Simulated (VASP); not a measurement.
# TiAl30 (a cell with a defect) in VASP: notebook, part 2 of 2

VASP 6.6.1. The steps go on from the part before.

**3. Single point, r2SCAN**

File POSCAR:

```
TiAl30
1.0
    8.1000000000      0.0000000000      0.0000000000
    0.0000000000      8.1000000000      0.0000000000
    0.0000000000      0.0000000000      8.1000000000
Al Ti
30 1
Direct
    0.4994241975      0.0000000000      0.0028474074
    0.7502886420      0.2533485185     -0.0012591358
    0.7519128395      0.0000000000      0.2508877778
   -0.0031412346      0.0000000000     -0.0031412346
    0.2444643210      0.2550440741     -0.0024179012
    0.5019329630      0.5000000000      0.0016177778
    0.7502886420      0.7466514815     -0.0012591358
    0.5000838272      0.2514111111      0.2503069136
    0.7494618519      0.5000000000      0.2490104938
    0.7521860494      0.2536732099      0.5023708642
    0.7531803704      0.0000000000      0.7531803704
   -0.0040720988      0.5000000000     -0.0040720988
    0.2444643210      0.7449559259     -0.0024179012
   -0.0024179012      0.2550440741      0.2444643210
    0.2482464198      0.5000000000      0.2482464198
    0.5000838272      0.7485888889      0.2503069136
    0.0028474074      0.0000000000      0.4994241975
    0.2503069136      0.2514111111      0.5000838272
    0.5004228395      0.5000000000      0.5004228395
    0.7521860494      0.7463267901      0.5023708642
    0.2508877778      0.0000000000      0.7519128395
    0.5023708642      0.2536732099      0.7521860494
    0.7492171605      0.5000000000      0.7492171605
   -0.0024179012      0.7449559259      0.2444643210
    0.0016177778      0.5000000000      0.5019329630
    0.2503069136      0.7485888889      0.5000838272
   -0.0012591358      0.2533485185      0.7502886420
    0.2490104938      0.5000000000      0.7494618519
    0.5023708642      0.7463267901      0.7521860494
   -0.0012591358      0.7466514815      0.7502886420
    0.5070041975      0.0000000000      0.5070041975
```

File INCAR.step1:

```
PREC     = Accurate       # precision mode
ENCUT    = 520            # plane-wave cutoff, eV
ISMEAR   = 0              # smearing method
SIGMA    = 0.15           # smearing width, eV
LREAL    = Auto         
LASPH    = True           # aspherical terms in the spheres
NELM     = 80             # most SCF steps
NBANDS   = 72             # bands
GGA      = PE             # functional
ALGO     = Normal         # electronic algorithm
EDIFF    = 1E-4           # SCF threshold, eV
LWAVE    = True           # write WAVECAR
LCHARG   = False          # write CHGCAR
```

File INCAR.step2:

```
PREC     = Accurate       # precision mode
ENCUT    = 520            # plane-wave cutoff, eV
EDIFF    = 1E-6           # SCF threshold, eV
ISMEAR   = 0              # smearing method
SIGMA    = 0.15           # smearing width, eV
LREAL    = Auto         
LASPH    = True           # aspherical terms in the spheres
NELM     = 80             # most SCF steps
ALGO     = Normal         # electronic algorithm
ISIF     = 2              # what is computed and relaxed
LWAVE    = False          # write WAVECAR
LCHARG   = False          # write CHGCAR
METAGGA  = R2SCAN         # meta-GGA
LMIXTAU  = True         
NBANDS   = 72             # bands
ISTART   = 1
```

File KPOINTS:

```
regular mesh
0
Gamma
  2 2 2
```

Potentials or basis: VASP PAW PBE potentials, release 64 (Al, Ti_sv).

Started as:

```console
$ cat potpaw_PBE.64/Al/POTCAR potpaw_PBE.64/Ti_sv/POTCAR > POTCAR
$ cp INCAR.step1 INCAR
$ mpirun -np 1 vasp_std > vasp.out
$ cp INCAR.step2 INCAR
$ mpirun -np 1 vasp_std > vasp.out
```

Wall time 15 min (1 thread of Intel Xeon Platinum 8488C (Sapphire Rapids), shared host); peak memory 0.61 GiB.

The run converged. Its results:

```
Free energy            : -214.4162 eV
Pressure               : -4.2 GPa
Largest force          : 0.024 eV/Å
Band gap on the k mesh : zero (band 51 reaches 7.52 eV, above the bottom of band 52 at 7.23 eV)
```

Forces in eV/Å, atoms in the order of the input:
```
Al   0.004  0.000 -0.004
Al  -0.006 -0.002  0.002
Al   0.009  0.000 -0.005
Al  -0.005  0.000 -0.005
Al  -0.006  0.002 -0.001
Al  -0.002  0.000  0.006
Al  -0.006  0.002  0.002
Al   0.001  0.009 -0.002
Al  -0.009  0.000 -0.004
Al   0.002  0.004  0.004
Al   0.012  0.000  0.012
Al   0.000  0.000  0.000
Al  -0.006 -0.002 -0.001
Al  -0.001  0.002 -0.006
Al   0.002  0.000  0.002
Al   0.001 -0.009 -0.002
Al  -0.004  0.000  0.004
Al  -0.002  0.009  0.001
Al   0.003  0.000  0.003
Al   0.002 -0.004  0.004
Al  -0.005  0.000  0.009
Al   0.004  0.004  0.002
Al  -0.009  0.000 -0.009
Al  -0.001 -0.002 -0.006
Al   0.006  0.000 -0.002
Al  -0.002 -0.009  0.001
Al   0.002 -0.002 -0.006
Al  -0.004  0.000 -0.009
Al   0.004 -0.004  0.002
Al   0.002  0.002 -0.006
Ti   0.017  0.000  0.017
```

Stress tensor (GPa, compression positive):
```
-4.02  0.00  0.28
 0.00 -4.42  0.00
 0.28  0.00 -4.02
```

Levels at points of the mesh, in eV from the Fermi level:
```tsv
k point	band 46	band 47	band 48	band 49	band 50	band 51	band 52	band 53	band 54	band 55
(0.00, 0.00, 0.00)	-0.38	-0.35	-0.26	-0.22	0.05	0.15	0.45	0.53	0.59	0.64
(0.50, 0.00, 0.00)	-0.72	-0.63	-0.29	-0.24	-0.16	-0.12	-0.03	0.01	0.42	0.51
(0.00, 0.50, 0.00)	-0.87	-0.55	-0.34	-0.28	-0.26	-0.15	-0.08	0.21	0.35	0.55
(0.50, 0.50, 0.00)	-0.87	-0.80	-0.62	-0.25	0.01	0.01	0.46	0.53	0.59	0.67
(0.50, 0.00, 0.50)	-0.94	-0.84	-0.82	-0.19	0.02	0.06	0.37	0.46	0.62	0.73
(0.50, 0.50, 0.50)	-0.52	-0.52	-0.52	-0.47	-0.47	-0.32	-0.14	-0.07	-0.01	0.01
```

Caveat: the k points lie up to 0.39 Å⁻¹ apart; the PAW data sets were made with another functional, which shifts forces and pressure a little.

**4. Single point, r2SCAN**

File POSCAR:

```
TiAl30
1.0
    8.1000000000      0.0000000000      0.0000000000
    0.0000000000      8.1000000000      0.0000000000
    0.0000000000      0.0000000000      8.1000000000
Al Ti
30 1
Direct
    0.4946930864     -0.0000616049      0.0174311111
    0.7511548148      0.2534345679     -0.0035011111
    0.7500692593     -0.0000530864      0.2526109877
   -0.0028051852     -0.0000116049     -0.0030683951
    0.2471334568      0.2518013580     -0.0014141975
    0.5029502469      0.4999435802     -0.0048522222
    0.7511758025      0.7465180247     -0.0035265432
    0.5017479012      0.2658550617      0.2442639506
    0.7557766667      0.4999466667      0.2531324691
    0.7470300000      0.2468849383      0.4998838272
    0.7483102469     -0.0000112346      0.7479395062
   -0.0018628395      0.4999902469     -0.0017965432
    0.2471323457      0.7481514815     -0.0013854321
   -0.0011850617      0.2514916049      0.2469413580
    0.2452554321      0.4999407407      0.2452207407
    0.5018080247      0.7339677778      0.2442037037
    0.0174743210     -0.0000371605      0.4948009877
    0.2440987654      0.2661116049      0.5019853086
    0.5046882716      0.4999480247      0.5046354321
    0.7470055556      0.7530549383      0.4998735802
    0.2524170370     -0.0000345679      0.7504719753
    0.4999565432      0.2467060494      0.7468977778
    0.7481619753      0.4999876543      0.7481913580
   -0.0011709877      0.7484692593      0.2469332099
   -0.0049158025      0.4999766667      0.5026925926
    0.2440627160      0.7337691358      0.5019882716
   -0.0034562963      0.2539002469      0.7511551852
    0.2533998765      0.4999741975      0.7558670370
    0.4999379012      0.7532223457      0.7468933333
   -0.0034588889      0.7460707407      0.7511513580
    0.4698392593     -0.0001518519      0.4703490123
```

File INCAR.step1:

```
SYSTEM = TiAl30
PREC = Accurate ; ENCUT = 520
ISMEAR = 0 ; SIGMA = 0.15
LREAL = Auto ; LASPH = .TRUE.
NELM = 60 ; NBANDS = 72
GGA = PE ; ALGO = Normal
EDIFF = 1E-4 ; LWAVE = .TRUE.
LCHARG = .FALSE.
```

File INCAR.step2:

```
SYSTEM = TiAl30
PREC = Accurate ; ENCUT = 520
EDIFF = 1E-7 ; ISMEAR = 0
SIGMA = 0.15 ; LREAL = Auto
LASPH = .TRUE. ; NELM = 60
ALGO = Normal ; ISIF = 2
LWAVE = .FALSE. ; LCHARG = .FALSE.
METAGGA = R2SCAN ; LMIXTAU = .TRUE.
NBANDS = 72 ; ISTART = 1
```

File KPOINTS:

```
regular mesh
0
G
  2 2 2
  0 0 0
```

Started as:

```console
$ cat potpaw_PBE.64/Al/POTCAR potpaw_PBE.64/Ti_sv/POTCAR > POTCAR
$ cp INCAR.step1 INCAR
$ mpirun -np 1 vasp_std > vasp.out
$ cp INCAR.step2 INCAR
$ mpirun -np 1 vasp_std > vasp.out
```

It took 25 min on 1 thread of Oxide Virtual Turin-like, shared host; peak memory 0.6 GiB.

Results (log left out):

```yaml
Free_energy: -214.1447 eV
Pressure: -4.4 GPa
Largest_force: 0.950 eV/Å
Band_gap_on_the_k_mesh: zero (band 51 reaches 7.68 eV, above the bottom of band 52 at 7.16 eV)
```

Forces on the atoms (eV/Å):
```
Al   0.002  0.000 -0.001
Al  -0.045 -0.009 -0.016
Al   0.073  0.000 -0.048
Al  -0.017  0.000 -0.014
Al  -0.042  0.044 -0.039
Al   0.010  0.001  0.028
Al  -0.046  0.009 -0.015
Al  -0.069 -0.095  0.028
Al  -0.057 -0.001 -0.022
Al  -0.006  0.016 -0.033
Al  -0.075 -0.001 -0.072
Al  -0.045  0.000 -0.046
Al  -0.043 -0.044 -0.039
Al  -0.043  0.048 -0.042
Al   0.002 -0.001  0.002
Al  -0.071  0.097  0.029
Al   0.001  0.000  0.001
Al   0.032 -0.102 -0.074
Al  -0.047  0.000 -0.048
Al  -0.005 -0.017 -0.033
Al  -0.045  0.000  0.067
Al  -0.033  0.020 -0.001
Al  -0.028  0.000 -0.029
Al  -0.043 -0.049 -0.042
Al   0.028  0.000  0.012
Al   0.032  0.102 -0.075
Al  -0.016 -0.016 -0.046
Al  -0.023  0.000 -0.060
Al  -0.032 -0.020 -0.001
Al  -0.016  0.016 -0.046
Ti   0.669  0.003  0.675
```

Stress tensor (GPa, compression positive):
```
-4.37  0.00  0.21
 0.00 -4.39  0.00
 0.21  0.00 -4.36
```

Levels at points of the mesh, in eV from the Fermi level:
| k point | band 47 | band 48 | band 49 | band 50 | band 51 | band 52 | band 53 | band 54 | band 55 | band 56 |
| --- | --- | --- | --- | --- | --- | --- | --- | --- | --- | --- |
| (0.00, 0.00, 0.00) | -0.37 | -0.26 | -0.20 | 0.01 | 0.31 | 0.38 | 0.43 | 0.53 | 0.58 | 0.64 |
| (0.50, 0.00, 0.00) | -0.66 | -0.32 | -0.20 | -0.14 | -0.09 | -0.04 | 0.06 | 0.35 | 0.52 | 0.58 |
| (0.00, 0.50, 0.00) | -0.65 | -0.28 | -0.22 | -0.18 | -0.17 | -0.13 | 0.11 | 0.32 | 0.52 | 0.53 |
| (0.00, 0.00, 0.50) | -0.66 | -0.32 | -0.20 | -0.14 | -0.09 | -0.04 | 0.06 | 0.35 | 0.53 | 0.58 |
| (0.50, 0.50, 0.00) | -0.84 | -0.54 | -0.26 | -0.02 | 0.12 | 0.51 | 0.52 | 0.54 | 0.57 | 0.97 |
| (0.00, 0.50, 0.50) | -0.84 | -0.54 | -0.26 | -0.02 | 0.12 | 0.52 | 0.52 | 0.54 | 0.57 | 0.97 |
| (0.50, 0.00, 0.50) | -0.86 | -0.86 | -0.16 | 0.02 | 0.16 | 0.35 | 0.46 | 0.62 | 0.65 | 0.93 |
| (0.50, 0.50, 0.50) | -0.50 | -0.46 | -0.44 | -0.41 | -0.40 | -0.21 | -0.18 | -0.15 | -0.06 | 0.27 |

Caveat: the k points lie up to 0.39 Å⁻¹ apart; the PAW data sets were made with another functional, which shifts forces and pressure a little.
